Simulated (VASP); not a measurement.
Wanted: the native input for a VASP 6.6.1 run.

* Task: single point
* Functional: PBEsol
* Dispersion: D3(BJ)
* Potentials or basis: VASP PAW PBE potentials, release 64 (V_sv)
* Cutoff: 520 eV
* k mesh: 12 × 12 × 12
* Occupations: fermi-dirac, width 0.05 eV
* Spin: collinear spin, ferromagnetic start
* Starting moments: [2.0] μB
* Dipole correction: no
* Further INCAR settings: ALGO = Normal; EDIFF = 1e-06; NBANDS = 16

The structure of V lies in POSCAR:

```
V
1.0
   -1.4567100514      1.4567100514      1.4567100514
    1.4567100514     -1.4567100514      1.4567100514
    1.4567100514      1.4567100514     -1.4567100514
V
1
Direct
    0.0000000000      0.0000000000      0.0000000000
```

These files were run (other wordings do the same):

INCAR

```
PREC = Accurate
ENCUT = 520
EDIFF = 1E-6
ISMEAR = -1
SIGMA = 0.05
LREAL = False
LASPH = True
NELM = 150
ALGO = Normal
ISIF = 2
LWAVE = False
LCHARG = False
ISPIN = 2
MAGMOM = 2
LORBIT = 11
LMAXMIX = 4
GGA = PS
IVDW = 12
NBANDS = 16
```

KPOINTS

```
Automatic mesh
0
Gamma
  12 12 12
```

Potentials or basis: VASP PAW PBE potentials, release 64 (V_sv).

Command:

```bash
$ cat potpaw_PBE.64/V_sv/POTCAR > POTCAR
$ mpirun -np 1 vasp_std > vasp.out
```

Results of the run:

```
Pressure                                              : 0.3 GPa
Net moment                                            : 0.00 μB per cell
Valence electrons inside the program's atomic spheres : V 11.82
Dispersion energy per atom                            : -0.720 eV
```

Caveat: the PAW data sets were made with another functional, which shifts forces and pressure a little.

Wall time 27 s on 1 thread of Intel(R) Xeon(R) Platinum 8375C CPU @ 2.90GHz (Ice Lake) (shared host), peak memory 0.15 GiB.
